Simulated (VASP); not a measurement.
MgO: single point with PBEsol

The system is MgO.

```
Mg O
1.0
     3.36558    0.00000    0.00000
    -1.68279    2.91467    0.00000
     0.00000    0.00000    5.06994
Mg O
2 2
Cartesian
  0.0000 1.9431 0.0109
  1.6828 0.9716 2.5459
  0.0000 1.9431 2.0403
  1.6828 0.9716 4.5753
```

```json
{"Program": "VASP 6.6.1", "Task": "single point", "Functional": "PBEsol", "Potentials or basis": "VASP PAW PBE potentials, release 64 (Mg, O)", "Cutoff": "520 eV", "k mesh": "12 × 12 × 4", "Occupations": "gaussian, width 0.01 eV", "Spin": "no spin polarisation", "Dipole correction": "no", "Further INCAR settings": "ALGO = Normal; EDIFF = 1e-06; NBANDS = 16"}
```

```
Pressure               : -5.7 GPa
Largest force          : 0.056 eV/Å
Band gap on the k mesh : 3.07 eV, direct
```

Forces in eV/Å, atoms in the order of the input:
```
Mg   0.000  0.000  0.056
Mg   0.000  0.000  0.056
O    0.000  0.000 -0.056
O    0.000  0.000 -0.056
```

Stress tensor (GPa, compression positive):
```
-6.04  0.00  0.00
 0.00 -6.04  0.00
 0.00  0.00 -5.08
```

Levels at points of the mesh, in eV from the valence-band top:
| k point | band 6 | band 7 | band 8 | band 9 | band 10 | band 11 |
| --- | --- | --- | --- | --- | --- | --- |
| (0.00, 0.00, 0.00) | -0.43 | -0.43 | 0.00 | 3.07 | 8.02 | 9.82 |
| (0.50, 0.00, 0.00) | -1.28 | -0.81 | -0.51 | 7.39 | 7.69 | 8.75 |
| (0.00, 0.00, 0.50) | -0.60 | -0.60 | -0.60 | 5.56 | 5.56 | 12.65 |
| (0.50, 0.00, 0.50) | -0.92 | -0.70 | -0.70 | 7.00 | 7.00 | 10.28 |

Run time: 23 s on 1 thread of Intel(R) Xeon(R) 6975P-C (Granite Rapids) (shared host), peak memory 0.19 GiB.

Caveat: the PAW data sets were made with another functional, which shifts forces and pressure a little. A k mesh can miss the band edges.
